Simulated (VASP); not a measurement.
# BeCdCu3 (Pm-3m) in VASP: a series of runs

Runs on BeCdCu3. Level: PBE. Tasks: single point, relaxation of cell and atoms.

All numbers are computed with VASP 6.6.1; they aren't measurements. Logs are shortened: lines on timing, memory, paths and dates and some standing lists are left out, and cuts for length are marked.

## (1) The cell of the first run

Symmetry: Pm-3m, No. 221, cubic system. Conventional cell: a = 4.127 Å, b = 4.127 Å, c = 4.127 Å, α = 90.00°, β = 90.00°, γ = 90.00°. Be (site symmetry m-3m) has 6 Cu at 2.06 Å within 2.7 Å. Cd (site symmetry m-3m) has 12 Cu at 2.92 Å and 8 Be at 3.57 Å within 3.8 Å. Within 2.7 Å of Cu (site symmetry 4/mmm) lie 2 Be at 2.06 Å.

## (2) Single point, PBE

File INCAR:

```
SYSTEM = BeCdCu3
  PREC = Accurate
  ENCUT = 520
  EDIFF = 1E-6
  ISMEAR = 0
  SIGMA = 0.1
  LREAL = .False.
  LASPH = .True.
  NELM = 100
  ALGO = Normal
  ISIF = 2
  LWAVE = .False.
  LCHARG = .False.
  GGA = PE
  NBANDS = 32
```

File KPOINTS:

```
regular mesh
0
Gamma
  10 10 10
  0 0 0
```

File POSCAR:

```
BeCdCu3
1.0
    4.1271783277      0.0000000000      0.0000000000
    0.0000000000      4.1271783277      0.0000000000
    0.0000000000      0.0000000000      4.1271783277
Be Cd Cu
1 1 3
Direct
    0.5000000000      0.5000000000      0.5000000000
    0.0000000000      0.0000000000      0.0000000000
    0.0000000000      0.5000000000      0.5000000000
    0.5000000000      0.0000000000      0.5000000000
    0.5000000000      0.5000000000      0.0000000000
```

Potentials or basis: VASP PAW PBE potentials, release 64 (Be, Cd, Cu).

Command:

```console
$ cat potpaw_PBE.64/Be/POTCAR potpaw_PBE.64/Cd/POTCAR potpaw_PBE.64/Cu/POTCAR > POTCAR
$ mpirun -np 1 vasp_std > vasp.out
```

OUTCAR:

```text
SYSTEM = BeCdCu3
   PREC = Accurate
   ENCUT = 520
   EDIFF = 1E-6
   ISMEAR = 0
   LREAL = .False.
   LASPH = .True.
   NELM = 100
   ISIF = 2
   GGA = PE

 ion  position               nearest neighbor table
   1  0.500  0.500  0.500-   3 2.06   4 2.06   5 2.06   5 2.06   4 2.06   3 2.06
   2  0.000  0.000  0.000-   3 2.92   4 2.92   5 2.92   3 2.92   4 2.92   3 2.92   5 2.92   3 2.92
                             4 2.92   5 2.92   4 2.92   5 2.92
   3  0.000  0.500  0.500-   1 2.06   1 2.06   2 2.92   2 2.92   2 2.92   2 2.92
   4  0.500  0.000  0.500-   1 2.06   1 2.06   2 2.92   2 2.92   2 2.92   2 2.92
   5  0.500  0.500  0.000-   1 2.06   1 2.06   2 2.92   2 2.92   2 2.92   2 2.92

  LATTYP: Found a simple cubic cell.
 ALAT       =     4.1271783277

  Lattice vectors:

 A1 = (   4.1271783277,   0.0000000000,   0.0000000000)
 A2 = (   0.0000000000,   4.1271783277,   0.0000000000)
 A3 = (   0.0000000000,   0.0000000000,   4.1271783277)

Analysis of symmetry for initial positions (statically):
=====================================================================
 Subroutine PRICEL returns:
 Original cell was already a primitive cell.

 Routine SETGRP: Setting up the symmetry group for a
 simple cubic supercell.

 Subroutine GETGRP returns: Found 48 space group operations
 (whereof 48 operations were pure point group operations)
 out of a pool of 48 trial point group operations.

The static configuration has the point symmetry O_h .

Analysis of symmetry for dynamics (positions and initial velocities):
=====================================================================
 Subroutine PRICEL returns:
 Original cell was already a primitive cell.

 Routine SETGRP: Setting up the symmetry group for a
 simple cubic supercell.

 Subroutine GETGRP returns: Found 48 space group operations
 (whereof 48 operations were pure point group operations)
 out of a pool of 48 trial point group operations.

The dynamic configuration has the point symmetry O_h .

 Subroutine INISYM returns: Found 48 space group operations
 (whereof 48 operations are pure point group operations),
 and found     1 'primitive' translations

----------------------------------------------------------------------------------------

                                     Primitive cell

  volume of cell :      70.3007

  direct lattice vectors                    reciprocal lattice vectors
     4.127178328  0.000000000  0.000000000     0.242296291  0.000000000  0.000000000
     0.000000000  4.127178328  0.000000000     0.000000000  0.242296291  0.000000000
     0.000000000  0.000000000  4.127178328     0.000000000  0.000000000  0.242296291

  length of vectors
     4.127178328  4.127178328  4.127178328     0.242296291  0.242296291  0.242296291

  position of ions in fractional coordinates (direct lattice)
     0.500000000  0.500000000  0.500000000
     0.000000000  0.000000000  0.000000000
     0.000000000  0.500000000  0.500000000
     0.500000000  0.000000000  0.500000000
     0.500000000  0.500000000  0.000000000

  ion indices of the primitive-cell ions
   primitive index   ion index
                 1           1
                 2           2
                 3           3
                 4           4
                 5           5

----------------------------------------------------------------------------------------

 KPOINTS: regular mesh

Automatic generation of k-mesh.
 Grid dimensions read from file:
 generate k-points for:   10   10   10

 Generating k-lattice:

  Cartesian coordinates                     Fractional coordinates (reciprocal lattice)
     0.024229629  0.000000000  0.000000000     0.100000000  0.000000000  0.000000000
     0.000000000  0.024229629  0.000000000     0.000000000  0.100000000  0.000000000
     0.000000000  0.000000000  0.024229629     0.000000000  0.000000000  0.100000000

  Length of vectors
     0.024229629  0.024229629  0.024229629

  Shift w.r.t. Gamma in fractional coordinates (k-lattice)
     0.000000000  0.000000000  0.000000000

 Subroutine IBZKPT returns following result:
 ===========================================

 Found     56 irreducible k-points:

 Following reciprocal coordinates:
            Coordinates               Weight
  0.000000  0.000000  0.000000      1.000000
  0.100000  0.000000  0.000000      6.000000
  0.200000  0.000000  0.000000      6.000000
  0.300000  0.000000  0.000000      6.000000
  0.400000  0.000000  0.000000      6.000000
  0.500000  0.000000  0.000000      3.000000
[... 16 lines left out ...]
  0.200000  0.100000  0.100000     24.000000
  0.300000  0.100000  0.100000     24.000000
 [... further k-points ...]
   k-points           NKPTS =     56   k-points in BZ     NKDIM =     56   number of bands    NBANDS=     32
   number of dos      NEDOS =    301   number of ions     NIONS =      5
   total plane-waves  NPLWV =  32768
   dimension x,y,z NGX =    32 NGY =   32 NGZ =   32
   dimension x,y,z NGXF=    64 NGYF=   64 NGZF=   64
   ions per type =               1   1   3
   NGX,Y,Z   is equivalent  to a cutoff of  12.89, 12.89, 12.89 a.u.
   NGXF,Y,Z  is equivalent  to a cutoff of  25.78, 25.78, 25.78 a.u.
 SYSTEM =  BeCdCu3
   PREC   = accura    normal or accurate (medium, high low for compatibility)
   ISTART =      0    job   : 0-new  1-cont  2-samecut
   ICHARG =      2    charge: 1-file 2-atom 10-const
   ISPIN  =      1    spin polarized calculation?
   LNONCOLLINEAR =      F non collinear calculations
   LSORBIT =      F    spin-orbit coupling
   LASPH  =      T    aspherical Exc in radial PAW
   ENCUT  =  520.0 eV  38.22 Ry    6.18 a.u.   7.67  7.67  7.67*2*pi/ulx,y,z
   NELM   =    100;   NELMIN=  2; NELMDL= -5     # of ELM steps
   EDIFF  = 0.1E-05   stopping-criterion for ELM
   LREAL  =      F    real-space projection
   EDIFFG = 0.1E-04   stopping-criterion for IOM
   NSW    =      0    number of steps for IOM
   IBRION =     -1    ionic relax: 0-MD 1-quasi-New 2-CG
   NFREE  =      0    steps in history (QN), initial steepest desc. (CG)
   ISIF   =      2    stress and relaxation
   ISYM   =      2    0-nonsym 1-usesym 2-fastsym
   POTIM  = 0.5000    time-step for ionic-motion
   TEBEG  =    0.0;   TEEND  =   0.0 temperature during run
   PSTRESS=    0.0 pullay stress
   NELECT =      47.0000    total number of electrons
   NUPDOWN=      -1.0000    fix difference up-down
   EMIN   =  10.00;   EMAX   =-10.00  energy-range for DOS
   EFERMI =   0.00;   METHOD = LEGACY
   ISMEAR =     0;   SIGMA  =   0.10  broadening in eV -4-tet -1-fermi 0-gaus
   EFERMI_NEDOS =   21; number of points for ismear=-14 and -15
   IALGO  =     38    algorithm
   IMIX   =      4    mixing-type and parameters
     AMIX     =   0.40;   BMIX     =  1.00
     AMIX_MAG =   1.60;   BMIX_MAG =  1.00
  volume/ion in A,a.u.               =      14.06        94.88
  Fermi-wavevector in a.u.,A,eV,Ry     =   1.431487  2.705119 27.880465  2.049156
  Thomas-Fermi vector in A             =   2.551219
   LORBIT       =      0    0 simple, 1 ext, 2 COOP (PROOUT), +10 PAW based schemes
   GGA     = PE    functional components
   LHFCALC =     F    Hartree Fock is set to
   AEXX    =    0.0000 exact exchange contribution
   IVDW    =     0    specifies the selected vdW correction
   LEPSILON=     F    determine dielectric tensor
   LRPA    =     F    only Hartree local field effects (RPA)
 non-spin polarized calculation
 Gauss-broadening in eV      SIGMA  =   0.10
  energy-cutoff  :      520.00
  volume of cell :       70.30
 maximum number of plane-waves:      1924
 NGX is ok and might be reduce to    32
   NGX = 15   NGY = 15   NGZ = 15

 number of electron      46.9999918 magnetization

 Free energy of the ion-electron system (eV)
  ---------------------------------------------------
  ext. energy  EPLUGINS =         0.00000000
  ---------------------------------------------------
  free energy    TOTEN  =       -14.16111597 eV

  energy without entropy =      -14.15316509  energy(sigma->0) =      -14.15714053

 E-fermi :   5.1500     XC(G=0): -11.4757

 val. band max:        5.1124598490   @ k =   0.4000   0.3000   0.2000
 cond. band min:       5.2051533697   @ k =   0.5000   0.3000   0.3000
 fundamental gap:      0.0926935207
 Fermi energy:         5.1500362498

 k-point     1 :       0.0000    0.0000    0.0000
  band No.  band energies     occupation
      1      -3.8205      2.00000
      2      -3.5866      2.00000
      3      -3.5866      2.00000
      4      -3.4264      2.00000
      5      -3.4264      2.00000
      6      -3.4264      2.00000
[... 24 lines left out ...]
     31      14.0465      0.00000
     32      14.0465      0.00000

 k-point     2 :       0.1000    0.0000    0.0000
  band No.  band energies     occupation
      1      -3.7348      2.00000
      2      -3.5810      2.00000
      3      -3.5691      2.00000
      4      -3.4286      2.00000
      5      -3.4286      2.00000
      6      -3.4244      2.00000
[... 24 lines left out ...]
     31      13.5929      0.00000
     32      13.8287      0.00000

 k-point     3 :       0.2000    0.0000    0.0000
  band No.  band energies     occupation
      1      -3.5664      2.00000
      2      -3.5639      2.00000
      3      -3.4378      2.00000
      4      -3.4343      2.00000
      5      -3.4343      2.00000
      6      -3.4192      2.00000
[... 24 lines left out ...]
     31      12.6820      0.00000
     32      13.6687      0.00000

 k-point     4 :       0.3000    0.0000    0.0000
  band No.  band energies     occupation
      1      -3.5482      2.00000
      2      -3.5053      2.00000
      3      -3.4413      2.00000
      4      -3.4413      2.00000
      5      -3.4126      2.00000
      6      -3.0183      2.00000
[... 24 lines left out ...]
     31      12.9846      0.00000
     32      13.9232      0.00000

 k-point     5 :       0.4000    0.0000    0.0000
  band No.  band energies     occupation
      1      -3.5335      2.00000
      2      -3.4665      2.00000
      3      -3.4470      2.00000
      4      -3.4470      2.00000
      5      -3.4073      2.00000
      6      -2.4540      2.00000
[... 584 lines left out ...]
     31      11.6445      0.00000
     32      12.1638      0.00000

 k-point    22 :       0.1000    0.1000    0.1000
  band No.  band energies     occupation
      1      -3.5852      2.00000
      2      -3.5547      2.00000
      3      -3.5547      2.00000
      4      -3.4298      2.00000
      5      -3.4298      2.00000
      6      -3.4038      2.00000
[... 24 lines left out ...]
     31      13.1807      0.00000
     32      13.1807      0.00000

 k-point    23 :       0.2000    0.1000    0.1000
  band No.  band energies     occupation
      1      -3.5425      2.00000
      2      -3.5232      2.00000
      3      -3.4882      2.00000
      4      -3.4380      2.00000
      5      -3.4253      2.00000
      6      -3.2383      2.00000
[... 24 lines left out ...]
     31      13.0313      0.00000
     32      13.1432      0.00000

 k-point    24 :       0.3000    0.1000    0.1000
  band No.  band energies     occupation
      1      -3.5264      2.00000
      2      -3.4874      2.00000
      3      -3.4698      2.00000
      4      -3.4493      2.00000
      5      -3.4170      2.00000
      6      -2.8286      2.00000
[... 24 lines left out ...]
     31      12.7721      0.00000
     32      13.5223      0.00000

 [... further k-points ...]

------------------------ aborting loop because EDIFF is reached ----------------------------------------

  FORCE on cell =-STRESS in cart. coord.  units (eV):
  Direction    XX          YY          ZZ          XY          YZ          ZX
  --------------------------------------------------------------------------------------
  -------------------------------------------------------------------------------------
  Total        0.1251432      0.1251432      0.1251432      0.0000000     -0.0000000      0.0000000
  in kB        2.8520555      2.8520555      2.8520555      0.0000000     -0.0000000      0.0000000
  external PRESSURE =       2.8520555 kB  Pullay stress =       0.0000000 kB

 VOLUME and BASIS-vectors are now :
 -----------------------------------------------------------------------------
  energy-cutoff  :      520.00
  volume of cell :       70.30
      direct lattice vectors                 reciprocal lattice vectors
     4.127178328  0.000000000  0.000000000     0.242296291  0.000000000  0.000000000
     0.000000000  4.127178328  0.000000000     0.000000000  0.242296291  0.000000000
     0.000000000  0.000000000  4.127178328     0.000000000  0.000000000  0.242296291

 POSITION                                       TOTAL-FORCE (eV/Angst)
 -----------------------------------------------------------------------------------
      2.06359      2.06359      2.06359         0.000000      0.000000      0.000000
      0.00000      0.00000      0.00000         0.000000      0.000000      0.000000
      0.00000      2.06359      2.06359         0.000000      0.000000      0.000000
      2.06359      0.00000      2.06359         0.000000      0.000000      0.000000
      2.06359      2.06359      0.00000         0.000000      0.000000      0.000000
 -----------------------------------------------------------------------------------
    total drift:                                0.000000     -0.000000     -0.000000

  FREE ENERGIE OF THE ION-ELECTRON SYSTEM (eV)
  ---------------------------------------------------
  free  energy   TOTEN  =       -14.1611159728 eV

  energy  without entropy=      -14.1531650910  energy(sigma->0) =      -14.15714053
```

Wall time 37 s (1 thread of Intel Xeon 6975P-C (Granite Rapids), shared host); peak memory 0.25 GiB.

What came out:

```
Free energy            : -14.1611 eV
Pressure               : 0.3 GPa
Band gap on the k mesh : zero (an odd number of electrons rules out a gap without spin polarisation)
```

## (3) Single point, PBE

File INCAR:

```
SYSTEM = BeCdCu3
PREC = Accurate
ENCUT = 520
EDIFF = 1E-6
ISMEAR = 0
SIGMA = 0.1
LREAL = .False.
LASPH = .True.
NELM = 100
ALGO = Normal
ISIF = 2
LWAVE = .False.
LCHARG = .False.
GGA = PE
NBANDS = 32
```

File KPOINTS:

```
Automatic mesh
0
Gamma
  10 10 10
  0 0 0
```

POSCAR is that of step 2.

Potentials or basis: VASP PAW PBE potentials, release 64 (Be, Cd, Cu).

Command:

```console
$ cat potpaw_PBE.64/Be/POTCAR potpaw_PBE.64/Cd/POTCAR potpaw_PBE.64/Cu/POTCAR > POTCAR
$ mpirun -np 1 vasp_std > vasp.out
```

Wall time 38 s (1 thread of Intel Xeon 6975P-C (Granite Rapids), shared host); peak memory 0.25 GiB.

It converged, with:

- Free energy: -14.1611 eV
- Pressure: 0.3 GPa
- Band gap on the k mesh: zero (an odd number of electrons rules out a gap without spin polarisation)

Levels at points of the mesh, in eV from the Fermi level:
| k point | band 22 | band 23 | band 24 | band 25 | band 26 | band 27 |
| --- | --- | --- | --- | --- | --- | --- |
| (0.00, 0.00, 0.00) | -1.27 | -1.27 | -1.27 | 2.78 | 3.26 | 3.26 |
| (0.50, 0.00, 0.00) | -2.51 | 1.04 | 1.04 | 2.98 | 3.61 | 3.61 |
| (0.50, 0.50, 0.00) | -1.91 | -1.91 | -1.88 | 2.38 | 5.46 | 5.46 |
| (0.50, 0.50, 0.50) | -1.45 | -1.45 | -1.45 | -0.08 | -0.08 | -0.08 |

[end of part 1 of 2]
